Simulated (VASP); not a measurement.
**MgO: single point with PBE**

MgO:

```xyz
4
Lattice="3.4641 0.0000 0.0000 -1.7320 3.0000 0.0000 0.0000 0.0000 4.1705" Properties=species:S:1:pos:R:3 pbc="T T T"
Mg    1.7320    1.0000    3.1278
Mg    0.0000    2.0000    1.0426
O     1.7320    1.0000    1.0426
O     0.0000    2.0000    3.1278
```

This cell differs from its parent crystal: volume 10.835 Å^3 an atom, c/a of the conventional cell 1.2039.

| Item | Value |
| --- | --- |
| Program | VASP 6.6.1 |
| Task | single point |
| Functional | PBE |
| Potentials or basis | VASP PAW PBE potentials, release 64 (Mg, O) |
| Cutoff | 520 eV |
| k mesh | 9 × 9 × 6 |
| Occupations | gaussian, width 0.05 eV |
| Spin | no spin polarisation |
| Dipole correction | no |
| Further INCAR settings | ALGO = Normal; EDIFF = 1e-07; NBANDS = 16 |

```
Pressure               : 6.2 GPa
Band gap on the k mesh : 3.51 eV, direct
```

Stress tensor (GPa, compression positive):
```
6.12 0.00 0.00
0.00 6.12 0.00
0.00 0.00 6.29
```

Levels at points of the mesh, in eV from the valence-band top:
```tsv
k point	band 5	band 6	band 7	band 8	band 9	band 10	band 11	band 12
(0.00, 0.00, 0.00)	-1.77	-0.84	-0.84	0.00	3.51	9.59	12.33	12.67
(0.00, 0.00, 0.50)	-1.32	-1.32	-1.32	-1.32	6.54	6.54	13.03	13.03
```

It took 35 s on 1 thread of Intel(R) Xeon(R) Platinum 8259CL CPU @ 2.50GHz (Skylake/Cascade Lake) (shared host), peak memory 0.18 GiB.
